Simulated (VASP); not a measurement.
Input of a VASP 6.6.1 run:

INCAR

```
SYSTEM = Ti
PREC = Accurate ; ENCUT = 520
EDIFF = 1E-8 ; ISMEAR = -1
SIGMA = 0.08 ; LREAL = .False.
LASPH = .True. ; NELM = 100
ALGO = Normal ; ISIF = 2
LWAVE = .False. ; LCHARG = .False.
GGA = PS ; LEFG = .True.
NBANDS = 19
```

File KPOINTS:

```
Automatic mesh
0
Gamma
  13 13 7
  0 0 0
```

POSCAR

```
Ti
1.0
    2.9792076597      0.0000000000      0.0000000000
   -1.4896038298      2.5800695164      0.0000000000
    0.0000000000      0.0000000000      4.7323990572
Ti
2
Direct
    0.3333333333      0.6666666667      0.2500000000
    0.6666666667      0.3333333333      0.7500000000
```

Potentials or basis: VASP PAW PBE potentials, release 64 (Ti_sv).

Launch:

```bash
$ cat potpaw_PBE.64/Ti_sv/POTCAR > POTCAR
$ mpirun -np 1 vasp_std > vasp.out
```

**Question.** Predict the band gap on the k mesh.

**Answer.** Zero (bands 12 and 13 overlap by 1.06 eV).

**Question.** What does it give for the pressure?

**Answer.** -8.7 GPa.

Stress tensor (GPa, compression positive):
```
-8.52  0.00  0.00
 0.00 -8.52  0.00
 0.00  0.00 -9.05
```

Caveat: the cell stands under tension; without QUAD_EFG the Cq values of the log hold for a quadrupole moment of 1 mb, not for the nuclei; the PAW data sets were made with another functional, which shifts forces and pressure a little.
